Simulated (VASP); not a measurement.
Write the native input for VASP 6.6.1 that does the following.

* Task: single point
* Functional: PBEsol
* Potentials or basis: VASP PAW PBE potentials, release 64 (K_sv)
* Cutoff: 520 eV
* k mesh: 8 × 8 × 6
* Occupations: gaussian, width 0.1 eV
* Spin: no spin polarisation
* Dipole correction: no
* Further INCAR settings: ALGO = Fast; EDIFF = 1e-06; NBANDS = 30

The structure of K lies in POSCAR:

```
K
1.0
    3.0805678377     -3.0805678377      0.0000000000
    3.0805678377      3.0805678377      0.0000000000
    0.0000000000      0.0000000000      7.1057304590
K
5
Direct
    0.5000000000      0.0000000000      0.2929263244
    0.0000000000      0.5000000000      0.7070736756
    0.0000000000      0.5000000000      0.2929263244
    0.5000000000      0.0000000000      0.7070736756
    0.0000000000      0.0000000000      0.0000000000
```

The input as run:

INCAR

```
ALGO = Fast ; EDIFF = 1E-6
ENCUT = 520 ; GGA = PS
ISIF = 2 ; ISMEAR = 0
LASPH = T ; LCHARG = T
LELF = T ; LREAL = F
LVHAR = T ; LWAVE = F
NBANDS = 30 ; NELM = 60
PREC = Accurate ; SIGMA = 0.1
```

KPOINTS

```
k-points
0
Gamma
  8 8 6
```

Potentials or basis: VASP PAW PBE potentials, release 64 (K_sv).

Run with:

```console
$ cat potpaw_PBE.64/K_sv/POTCAR > POTCAR
$ mpirun -np 1 vasp_std > vasp.out
```

Results of the run:

| Item | Value |
| --- | --- |
| Pressure | 15.1 GPa |
| Largest force | 0.004 eV/Å |
| Band gap on the k mesh | zero (an odd number of electrons rules out a gap without spin polarisation) |

Caveat: the cell stands under pressure; the PAW data sets were made with another functional, which shifts forces and pressure a little.

It took 2.8 min on 1 thread of Intel(R) Xeon(R) 6975P-C (Granite Rapids), with other jobs on the host, peak memory 0.32 GiB.
